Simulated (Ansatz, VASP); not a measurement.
**One calculation of Ta, two programs**

The input INCAR:

```
ALGO     = Normal         # electronic algorithm
EDIFF    = 1E-7           # SCF threshold, eV
ENCUT    = 520            # plane-wave cutoff, eV
GGA      = PE             # functional
ISIF     = 2              # what is computed and relaxed
ISMEAR   = 0              # smearing method
LASPH    = True           # aspherical terms in the spheres
LCHARG   = True           # write CHGCAR
LELF     = True           # ELF
LREAL    = False          # projectors in reciprocal space
LVHAR    = True         
LWAVE    = False          # write WAVECAR
NBANDS   = 12             # bands
NELM     = 60             # most SCF steps
PREC     = Accurate       # precision mode
SIGMA    = 0.15           # smearing width, eV
```

File KPOINTS:

```
k-points
0
Gamma
  20 20 20
```

The input POSCAR:

```
Ta
1.0
   -1.6047614791      1.6047614791      1.7036147862
    1.6047614791     -1.6047614791      1.7036147862
    1.6047614791      1.6047614791     -1.7036147862
Ta
1
Direct
    0.0000000000      0.0000000000      0.0000000000
```

Input for Ansatz:

```yaml
crystal:
  lattice:
    - [-1.6047614791, 1.6047614791, 1.7036147862]
    - [1.6047614791, -1.6047614791, 1.7036147862]
    - [1.6047614791, 1.6047614791, -1.7036147862]
  atoms:
    - { symbol: Ta, position: [0.0, 0.0, 0.0] }
basis:
  ecutwfc: 420
kpoints:
  mp_grid: { grid: [20, 20, 20] }
hamiltonian:
  xc: pbe
  pseudopotentials: { kind: paw, azcp: { folder: soft_1 } }
scf:
  occupations: { method: gaussian, width: 0.15 }
output:
  forces: true
  stress: true
  eigenvalues: true
```

Alike in both runs: task single point; functional PBE; k mesh 20 × 20 × 20; occupations gaussian, width 0.15 eV; no spin polarisation.

```csv
,VASP,Ansatz
version,VASP 6.6.1,Ansatz 0.2.0
potentials or method,"VASP PAW PBE potentials, release 64 (Ta_pv), cutoff 520 eV","scalar-relativistic, plane waves, PAW"
valence electrons in the cell,11,13
```

```csv
,VASP,Ansatz,Ansatz less VASP
gap on the k mesh at the Fermi level (eV),none,none,-
pressure (GPa),9.2,9.1,-0.15
"traceless stress, the component that is largest in VASP (GPa)",-4.70,-4.69,+0.003
```

A gap of «none» marks a metal or a gap that the smearing closes. With one functional, cell and mesh, what is left measures potentials, basis and numerics. VASP's potentials hold 11 valence electrons a cell and Ansatz's 13, so a difference there can come from the potentials and not from the codes.

Spin-orbit coupling is off throughout.
